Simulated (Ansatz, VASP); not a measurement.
**One calculation of CdTe, two programs**

```
Cd Te
1.0
     0.00000    3.20500    3.36525
     3.20500    0.00000    3.36525
     3.20500    3.20500    0.00000
Cd Te
1 1
Cartesian
  0.0000 0.0000 0.0000
  4.8075 4.8075 5.0479
```

Change from the starting cell: strain +0.000 along x and y, +0.050 along z, atoms carried along.

Alike in both runs: task single point; functional r2SCAN; k mesh 8 × 8 × 8; occupations gaussian, width 0.05 eV; no spin polarisation.

|  | VASP | Ansatz |
| --- | --- | --- |
| version | VASP 6.6.1 | Ansatz 0.2.0 |
| potentials or method | VASP PAW PBE potentials, release 64 (Cd, Te), cutoff 520 eV | scalar-relativistic, plane waves, PAW |
| valence electrons in the cell | 18 | 36 |

|  | VASP | Ansatz | Ansatz less VASP |
| --- | --- | --- | --- |
| gap on the k mesh at the Fermi level (eV) | 1.15 | 1.16 | +0.007 |
| least direct gap on the mesh (eV) | 1.15 | 1.16 | +0.007 |
| pressure (GPa) | 0.9 | 0.8 | -0.12 |
| traceless stress, the component that is largest in VASP (GPa) | -0.59 | -0.59 | +0.002 |

VASP's potentials were made for PBE, not for r2SCAN. With one functional, cell and mesh, what is left measures potentials, basis and numerics. VASP's potentials hold 18 valence electrons a cell and Ansatz's 36, so a difference there can come from the potentials and not from the codes.

Neither program's run includes spin-orbit coupling.
